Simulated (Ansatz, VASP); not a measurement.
## SnO2: VASP beside Ansatz

```
Sn O
1.0
    -3.23725    0.00000    0.00000
    -1.61863   -2.80354    0.00000
    -3.39912   -1.96248   13.67548
Sn O
3 6
Cartesian
  -3.2373 -1.8690 6.4375
  -3.2373 0.0000 2.1457
  -1.6186 -0.9345 10.7293
  -3.2373 -1.8690 3.1363
  -3.2373 0.0000 11.7199
  -1.6186 -0.9345 7.4281
  -3.2373 -1.8690 9.7388
  -3.2373 0.0000 5.4470
  -1.6186 -0.9345 1.1551
```

Alike in both runs: task single point; functional PBE; dispersion D3(BJ); k mesh 9 × 9 × 2; occupations gaussian, width 0.05 eV; no spin polarisation.

|  | VASP | Ansatz |
| --- | --- | --- |
| version | VASP 6.6.1 | Ansatz 0.2.0 |
| potentials or method | VASP PAW PBE potentials, release 64 (Sn_d, O), cutoff 520 eV | scalar-relativistic, plane waves, PAW |
| valence electrons in the cell | 78 | 78 |

Ansatz gave:

```
gap on the k mesh at the Fermi level (eV)                     : 1.76
least direct gap on the mesh (eV)                             : 1.84
pressure (GPa)                                                : -0.3
traceless stress, the component that is largest in VASP (GPa) : 0.72
rms of the force components (eV/Å)                            : 0.055
```

Question: What did VASP give for the same quantities?

Answer: gap on the k mesh at the Fermi level (eV): 1.74; least direct gap on the mesh (eV): 1.82; pressure (GPa): 0.4; traceless stress, the component that is largest in VASP (GPa): 0.30; rms of the force components (eV/Å): 0.071.

Atom by atom the forces differ by 0.026 eV/Å (rms over components).
